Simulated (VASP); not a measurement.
# Ti4NO8 in VASP: single point with PBEsol

Aim: the single point of Ti4NO8 with PBEsol.

Program: VASP 6.6.1. These are calculated values, not measurements. Logs are shortened: lines on timing, memory, paths and dates and some standing lists are left out, and cuts for length are marked.

## Step 1: The cell of the first run

The cell holds a slab with vacuum, 26 atoms: a = 6.521 Å, b = 5.946 Å, c = 18.251 Å, α = 90.00°, β = 90.00°, γ = 90.00°.

## Step 2: Single point, PBEsol

The input, INCAR:

```
SYSTEM = Ti4NO8
  ALGO = Normal
  EDIFF = 1E-7
  ENCUT = 520
  GGA = PS
  ISIF = 2
  ISMEAR = -1
  LASPH = .True.
  LCHARG = .False.
  LREAL = Auto
  LWAVE = .False.
  NBANDS = 120
  NELM = 100
  PREC = Accurate
  SIGMA = 0.02
```

The input, KPOINTS:

```
k-points
0
Gamma
  2 2 1
  0 0 0
```

The input, POSCAR:

```
Ti4NO8
1.0
    6.5205140000      0.0000000000      0.0000000000
    0.0000000000      5.9464000000      0.0000000000
    0.0000000000      0.0000000000     18.2509700000
Ti O N
8 16 2
Direct
    0.0000000000      0.0000000000      0.0547916100
    0.5000000000      0.2500000000      0.0547916100
    0.5000000000      0.0000000000      0.2593566393
   -0.0001385297      0.2516651484      0.2407572623
    0.0000000000      0.5000000000      0.0547916100
    0.5000000000      0.7500000000      0.0547916100
    0.5000000000      0.5000000000      0.2271159638
    0.0001385297      0.7483348516      0.2407572623
    0.0000000000      0.0000000000      0.1501906771
    0.1946999750      0.2500000000      0.0547916100
    0.5000000000      0.0000000000      0.1243519800
    0.8053000250      0.2500000000      0.0547916100
    0.5000000000      0.0000000000      0.3481211961
    0.6959051287      0.2628510855      0.2367765654
    1.0000000000      0.0000000000      0.2955056227
    0.3041943190      0.2629769807      0.2368388433
    0.0000000000      0.5000000000      0.1501398144
    0.1946999750      0.7500000000      0.0547916100
    0.5000000000      0.5000000000      0.1243519800
    0.8053000250      0.7500000000      0.0547916100
    0.5000000000      0.5000000000      0.4676319400
    0.6958056810      0.7370230193      0.2368388433
    1.0000000000      0.5000000000      0.2968137507
    0.3040948713      0.7371489145      0.2367765654
    0.3179831970      0.5028420395      0.4676494627
    0.6820168030      0.4971579605      0.4676494627
```

Potentials or basis: VASP PAW PBE potentials, release 64 (Ti_sv, O, N).

Launch:

```bash
$ cat potpaw_PBE.64/Ti_sv/POTCAR potpaw_PBE.64/O/POTCAR potpaw_PBE.64/N/POTCAR > POTCAR
$ mpirun -np 1 vasp_std > vasp.out
```

OUTCAR:

```text
SYSTEM = Ti4NO8
   EDIFF = 1E-7
   ENCUT = 520
   GGA = PS
   ISIF = 2
   ISMEAR = -1
   LASPH = .True.
   LREAL = Auto
   NELM = 100
   PREC = Accurate

 ion  position               nearest neighbor table
   1  0.000  0.000  0.055-   9 1.74  10 1.95  12 1.95  18 1.95  20 1.95
   2  0.500  0.250  0.055-  11 1.95  19 1.95  12 1.99  10 1.99
   3  0.500  0.000  0.259-  13 1.62  16 2.06  22 2.06  14 2.06  24 2.06
   4  1.000  0.252  0.241-  23 1.80  15 1.80  14 1.98  16 1.99  17 2.22   9 2.23
   5  0.000  0.500  0.055-  17 1.74  12 1.95  10 1.95  18 1.95  20 1.95
   6  0.500  0.750  0.055-  11 1.95  19 1.95  18 1.99  20 1.99
   7  0.500  0.500  0.227-  19 1.88  16 1.91  22 1.91  14 1.91  24 1.91
   8  0.000  0.748  0.241-  23 1.80  15 1.80  24 1.98  22 1.99  17 2.22   9 2.23
   9  0.000  0.000  0.150-   1 1.74   4 2.23   8 2.23
  10  0.195  0.250  0.055-   1 1.95   5 1.95   2 1.99
  11  0.500  0.000  0.124-   2 1.95   6 1.95
  12  0.805  0.250  0.055-   1 1.95   5 1.95   2 1.99
  13  0.500  0.000  0.348-   3 1.62
  14  0.696  0.263  0.237-   7 1.91   4 1.98   3 2.06
  15  0.000  0.000  0.296-   4 1.80   8 1.80
  16  0.304  0.263  0.237-   7 1.91   4 1.99   3 2.06
  17  0.000  0.500  0.150-   5 1.74   4 2.22   8 2.22
  18  0.195  0.750  0.055-   1 1.95   5 1.95   6 1.99
  19  0.500  0.500  0.124-   7 1.88   6 1.95   2 1.95
  20  0.805  0.750  0.055-   1 1.95   5 1.95   6 1.99
  21  0.500  0.500  0.468-  25 1.19  26 1.19
  22  0.696  0.737  0.237-   7 1.91   8 1.99   3 2.06
  23  0.000  0.500  0.297-   4 1.80   8 1.80
  24  0.304  0.737  0.237-   7 1.91   8 1.98   3 2.06
  25  0.318  0.503  0.468-  21 1.19
  26  0.682  0.497  0.468-  21 1.19

  LATTYP: Found a simple orthorhombic cell.
 ALAT       =     5.9464000000
 B/A-ratio  =     1.0965481636
 C/A-ratio  =     3.0692469393

  Lattice vectors:

 A1 = (   0.0000000000,  -5.9464000000,   0.0000000000)
 A2 = (   6.5205140000,   0.0000000000,   0.0000000000)
 A3 = (   0.0000000000,   0.0000000000,  18.2509700000)

Analysis of symmetry for initial positions (statically):
=====================================================================
 Subroutine PRICEL returns:
 Original cell was already a primitive cell.

 Routine SETGRP: Setting up the symmetry group for a
 simple orthorhombic supercell.

 Subroutine GETGRP returns: Found  2 space group operations
 (whereof  2 operations were pure point group operations)
 out of a pool of  8 trial point group operations.

The static configuration has the point symmetry C_2 .

Analysis of symmetry for dynamics (positions and initial velocities):
=====================================================================
 Subroutine PRICEL returns:
 Original cell was already a primitive cell.

 Routine SETGRP: Setting up the symmetry group for a
 simple orthorhombic supercell.

 Subroutine GETGRP returns: Found  2 space group operations
 (whereof  2 operations were pure point group operations)
 out of a pool of  8 trial point group operations.

The dynamic configuration has the point symmetry C_2 .

 Subroutine INISYM returns: Found  2 space group operations
 (whereof  2 operations are pure point group operations),
 and found     1 'primitive' translations

----------------------------------------------------------------------------------------

                                     Primitive cell

  volume of cell :     707.6555

  direct lattice vectors                    reciprocal lattice vectors
     6.520514000  0.000000000  0.000000000     0.153362143  0.000000000  0.000000000
     0.000000000  5.946400000  0.000000000     0.000000000  0.168168976  0.000000000
     0.000000000  0.000000000 18.250970000     0.000000000  0.000000000  0.054791608

  length of vectors
     6.520514000  5.946400000 18.250970000     0.153362143  0.168168976  0.054791608

  position of ions in fractional coordinates (direct lattice)
     0.000000000  0.000000000  0.054791610
     0.500000000  0.250000000  0.054791610
     0.500000000  0.000000000  0.259356639
     0.999861470  0.251665148  0.240757262
     0.000000000  0.500000000  0.054791610
     0.500000000  0.750000000  0.054791610
[... 18 lines left out ...]
     0.317983197  0.502842040  0.467649463
     0.682016803  0.497157960  0.467649463

  ion indices of the primitive-cell ions
   primitive index   ion index
                 1           1
                 2           2
                 3           3
                 4           4
                 5           5
                 6           6
[... 18 lines left out ...]
                25          25
                26          26

----------------------------------------------------------------------------------------

 KPOINTS: k-points

Automatic generation of k-mesh.
 Grid dimensions read from file:
 generate k-points for:    2    2    1

 Generating k-lattice:

  Cartesian coordinates                     Fractional coordinates (reciprocal lattice)
     0.076681071  0.000000000  0.000000000     0.500000000  0.000000000  0.000000000
     0.000000000  0.084084488  0.000000000     0.000000000  0.500000000  0.000000000
     0.000000000  0.000000000  0.054791608     0.000000000  0.000000000  1.000000000

  Length of vectors
     0.076681071  0.084084488  0.054791608

  Shift w.r.t. Gamma in fractional coordinates (k-lattice)
     0.000000000  0.000000000  0.000000000

 Subroutine IBZKPT returns following result:
 ===========================================

 Found      4 irreducible k-points:

 Following reciprocal coordinates:
            Coordinates               Weight
  0.000000  0.000000  0.000000      1.000000
  0.500000  0.000000  0.000000      1.000000
  0.000000  0.500000  0.000000      1.000000
  0.500000  0.500000  0.000000      1.000000
   k-points           NKPTS =      4   k-points in BZ     NKDIM =      4   number of bands    NBANDS=    120
   number of dos      NEDOS =    301   number of ions     NIONS =     26
   total plane-waves  NPLWV = 322560
   dimension x,y,z NGX =    48 NGY =   48 NGZ =  140
   dimension x,y,z NGXF=    96 NGYF=   96 NGZF=  280
   ions per type =               8  16   2
   NGX,Y,Z   is equivalent  to a cutoff of  12.24, 13.42, 12.75 a.u.
   NGXF,Y,Z  is equivalent  to a cutoff of  24.48, 26.84, 25.50 a.u.
 SYSTEM =  Ti4NO8
   PREC   = accura    normal or accurate (medium, high low for compatibility)
   ISTART =      0    job   : 0-new  1-cont  2-samecut
   ICHARG =      2    charge: 1-file 2-atom 10-const
   ISPIN  =      1    spin polarized calculation?
   LNONCOLLINEAR =      F non collinear calculations
   LSORBIT =      F    spin-orbit coupling
   LASPH  =      T    aspherical Exc in radial PAW
   ENCUT  =  520.0 eV  38.22 Ry    6.18 a.u.  12.12 11.06 33.93*2*pi/ulx,y,z
   NELM   =    100;   NELMIN=  2; NELMDL= -5     # of ELM steps
   EDIFF  = 0.1E-06   stopping-criterion for ELM
   LREAL  =      T    real-space projection
   EDIFFG = 0.1E-05   stopping-criterion for IOM
   NSW    =      0    number of steps for IOM
   IBRION =     -1    ionic relax: 0-MD 1-quasi-New 2-CG
   NFREE  =      0    steps in history (QN), initial steepest desc. (CG)
   ISIF   =      2    stress and relaxation
   ISYM   =      2    0-nonsym 1-usesym 2-fastsym
   POTIM  = 0.5000    time-step for ionic-motion
   TEBEG  =    0.0;   TEEND  =   0.0 temperature during run
   PSTRESS=    0.0 pullay stress
   NELECT =     202.0000    total number of electrons
   NUPDOWN=      -1.0000    fix difference up-down
   EMIN   =  10.00;   EMAX   =-10.00  energy-range for DOS
   EFERMI =   0.00;   METHOD = LEGACY
   ISMEAR =    -1;   SIGMA  =   0.02  broadening in eV -4-tet -1-fermi 0-gaus
   EFERMI_NEDOS =   21; number of points for ismear=-14 and -15
   IALGO  =     38    algorithm
   IMIX   =      4    mixing-type and parameters
     AMIX     =   0.40;   BMIX     =  1.00
     AMIX_MAG =   1.60;   BMIX_MAG =  1.00
  volume/ion in A,a.u.               =      27.22       183.67
  Fermi-wavevector in a.u.,A,eV,Ry     =   1.077915  2.036965 15.808629  1.161901
  Thomas-Fermi vector in A             =   2.213840
   LORBIT       =      0    0 simple, 1 ext, 2 COOP (PROOUT), +10 PAW based schemes
   GGA     = PS    functional components
   LHFCALC =     F    Hartree Fock is set to
   AEXX    =    0.0000 exact exchange contribution
   IVDW    =     0    specifies the selected vdW correction
   LEPSILON=     F    determine dielectric tensor
   LRPA    =     F    only Hartree local field effects (RPA)
 non-spin polarized calculation
  energy-cutoff  :      520.00
  volume of cell :      707.66
 maximum number of plane-waves:     19084
   NGX = 25   NGY = 23   NGZ = 67

 number of electron     201.9999958 magnetization

 Free energy of the ion-electron system (eV)
  ---------------------------------------------------
  ext. energy  EPLUGINS =         0.00000000
  ---------------------------------------------------
  free energy    TOTEN  =      -223.58071614 eV

  energy without entropy =     -223.55579485  energy(sigma->0) =     -223.56825549

 E-fermi :  -1.0040     XC(G=0):  -5.5120

 val. band max:       -1.0211604633   @ k =   0.0000   0.5000   0.0000
 cond. band min:      -0.9919194365   @ k =   0.5000   0.5000   0.0000
 fundamental gap:      0.0292410268
 Fermi energy:        -1.0040142451

 k-point     1 :       0.0000    0.0000    0.0000
  band No.  band energies     occupation
      1     -59.1387      2.00000
      2     -59.0968      2.00000
      3     -59.0658      2.00000
      4     -59.0305      2.00000
      5     -58.2052      2.00000
      6     -58.0197      2.00000
[... 105 lines left out ...]
    112       0.5331      0.00000
    113       0.5543      0.00000

 k-point     2 :       0.5000    0.0000    0.0000
  band No.  band energies     occupation
      1     -59.1385      2.00000
      2     -59.0968      2.00000
      3     -59.0661      2.00000
      4     -59.0305      2.00000
      5     -58.2052      2.00000
      6     -58.0197      2.00000
[... 105 lines left out ...]
    112       0.5062      0.00000
    113       0.5682      0.00000

 k-point     3 :       0.0000    0.5000    0.0000
  band No.  band energies     occupation
      1     -59.1225      2.00000
      2     -59.1132      2.00000
      3     -59.0483      2.00000
      4     -59.0480      2.00000
      5     -58.2051      2.00000
      6     -57.9995      2.00000
[... 105 lines left out ...]
    112       0.4524      0.00000
    113       0.7344      0.00000

 k-point     4 :       0.5000    0.5000    0.0000
  band No.  band energies     occupation
      1     -59.1223      2.00000
      2     -59.1131      2.00000
      3     -59.0485      2.00000
      4     -59.0482      2.00000
      5     -58.2050      2.00000
      6     -57.9996      2.00000
[... 105 lines left out ...]
    112       0.4931      0.00000
    113       0.7150      0.00000
 [bands above 113 left out]

------------------------ aborting loop because EDIFF is reached ----------------------------------------

  FORCE on cell =-STRESS in cart. coord.  units (eV):
  Direction    XX          YY          ZZ          XY          YZ          ZX
  --------------------------------------------------------------------------------------
  -------------------------------------------------------------------------------------
  Total       -7.4429367     -3.4406701     -6.8490101     -0.0250360      0.0000000      0.0000000
  in kB      -16.8512842     -7.7898969    -15.5065964     -0.0566831      0.0000000      0.0000000
  external PRESSURE =     -13.3825925 kB  Pullay stress =       0.0000000 kB

 VOLUME and BASIS-vectors are now :
 -----------------------------------------------------------------------------
  energy-cutoff  :      520.00
  volume of cell :      707.66
      direct lattice vectors                 reciprocal lattice vectors
     6.520514000  0.000000000  0.000000000     0.153362143  0.000000000  0.000000000
     0.000000000  5.946400000  0.000000000     0.000000000  0.168168976  0.000000000
     0.000000000  0.000000000 18.250970000     0.000000000  0.000000000  0.054791608

 POSITION                                       TOTAL-FORCE (eV/Angst)
 -----------------------------------------------------------------------------------
      0.00000      0.00000      1.00000         0.000000     -0.000000      3.807633
      3.26026      1.48660      1.00000        -0.000006     -0.526953      3.770648
      3.26026      0.00000      4.73351         0.000000     -0.000000     -0.410279
      6.51961      1.49650      4.39405         0.007337     -0.025330     -0.108151
      0.00000      2.97320      1.00000         0.000000     -0.000000      3.746548
      3.26026      4.45980      1.00000         0.000006      0.526953      3.770648
[... 18 lines left out ...]
      2.07341      2.99010      8.53506        -0.711686      0.009510     -0.008477
      4.44710      2.95630      8.53506         0.711686     -0.009510     -0.008477
 -----------------------------------------------------------------------------------
    total drift:                                0.000000     -0.000000     -0.000540

  FREE ENERGIE OF THE ION-ELECTRON SYSTEM (eV)
  ---------------------------------------------------
  free  energy   TOTEN  =      -223.5807161358 eV

  energy  without entropy=     -223.5557948463  energy(sigma->0) =     -223.56825549
```

It took 16 min on 1 thread of Intel Xeon Platinum 8488C (Sapphire Rapids), shared host; peak memory 0.77 GiB.

Results:

| Item | Value |
| --- | --- |
| Free energy | -223.5807 eV |
| Largest force | 3.808 eV/Å |
| Band gap on the k mesh | 0.03 eV (least direct gap 0.05 eV) |

Forces in eV/Å, atoms in the order of the input:
```
Ti   0.000  0.000  3.808
Ti   0.000 -0.527  3.771
Ti   0.000  0.000 -0.410
Ti   0.007 -0.025 -0.108
Ti   0.000  0.000  3.747
Ti   0.000  0.527  3.771
Ti   0.000  0.000  0.043
Ti  -0.007  0.025 -0.108
O    0.000  0.000  0.141
O    1.384  0.058 -2.358
O    0.000  0.000 -3.434
O   -1.384  0.058 -2.358
O    0.000  0.000  0.430
O    0.025 -0.023  0.008
O    0.000  0.000  0.119
O   -0.033 -0.027  0.006
O    0.000  0.000  0.156
O    1.384 -0.058 -2.358
O    0.000  0.000 -2.659
O   -1.384 -0.058 -2.358
O    0.000  0.000  0.021
O    0.033  0.027  0.006
O    0.000  0.000  0.134
O   -0.025  0.023  0.008
N   -0.712  0.010 -0.008
N    0.712 -0.010 -0.008
```

Caveat: the k points lie up to 0.53 Å⁻¹ apart; the standard files for N, O and F lose accuracy on very short bonds; there is no dipole correction, which matters where the two faces differ; semilocal functionals underestimate gaps, and a narrow one can read as zero; the PAW data sets were made with another functional, which shifts forces and pressure a little.
